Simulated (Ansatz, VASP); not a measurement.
**Two plane-wave programs on TaSbSe**

Contents of INCAR:

```
PREC = Accurate
ENCUT = 600
EDIFF = 1E-6
ISMEAR = -1
SIGMA = 0.05
LREAL = False
LASPH = True
NELM = 80
ALGO = Normal
ISIF = 3
LWAVE = False
LCHARG = False
GGA = RE
IBRION = 2
NSW = 60
EDIFFG = -0.01
```

The input KPOINTS:

```
regular mesh
0
Gamma
  7 7 5
```

File POSCAR:

```
TaSbSe
1.0
    3.6296100000      0.0000000000      0.0000000000
    0.0000000000      3.6296100000      0.0000000000
    0.0000000000      0.0000000000      5.6345500000
Ta Sb Se
1 1 1
Direct
    0.0000000000      0.0000000000      0.0000000000
    0.0000000000      0.0000000000      0.5000000000
    0.5000000000      0.5000000000      0.0000000000
```

Contents of input.yaml:

```yaml
crystal:
  lattice:
    - [3.62961, 0.0, 0.0]
    - [0.0, 3.62961, 0.0]
    - [0.0, 0.0, 5.63455]
  atoms:
    - { symbol: Ta, position: [0.0, 0.0, 0.0] }
    - { symbol: Sb, position: [0.0, 0.0, 0.5] }
    - { symbol: Se, position: [0.5, 0.5, 0.0] }
hamiltonian:
  xc: revpbe
  pseudopotentials: { kind: paw }
kpoints:
  mp_grid: { grid: [7, 7, 5] }
scf:
  occupations: { method: fermi_dirac, width: 0.05 }
output:
  forces: true
  stress: true
  eigenvalues: true
relax:
  f_tol: 0.01
  max_steps: 40
  cell: { stress_tol: 0.05 }
```

Alike in both runs: task relaxation of cell and atoms; functional revPBE; k mesh 7 × 7 × 5; occupations fermi-dirac, width 0.05 eV; no spin polarisation.

```csv
,VASP,Ansatz
version,VASP 6.6.1,Ansatz 0.2.0
potentials or method,"VASP PAW PBE potentials, release 64 (Ta_pv, Sb, Se)",Ansatz PAW
plane-wave cutoff (eV),600,420
valence electrons in the cell,22,44
```

```csv
,VASP,Ansatz,Ansatz less VASP
"gap on the k mesh at the Fermi level, each at its own relaxed structure (eV)",none,none,-
relaxed volume (Å³/atom),25.10,25.09,-0.009
relaxed cell length with the largest relative difference (Å),5.661,5.663,+0.0023
```

VASP's potentials were made for PBE, not for revPBE. A gap of «none» marks a metal or a gap that the smearing closes. VASP's potentials hold 22 valence electrons a cell and Ansatz's 44, so a difference there can come from the potentials and not from the codes.

Neither program's run includes spin-orbit coupling. Noted on Ansatz's run: the plane-wave basis is chosen anew once the cell has moved, so the energies of steps on either side of that aren't comparable.
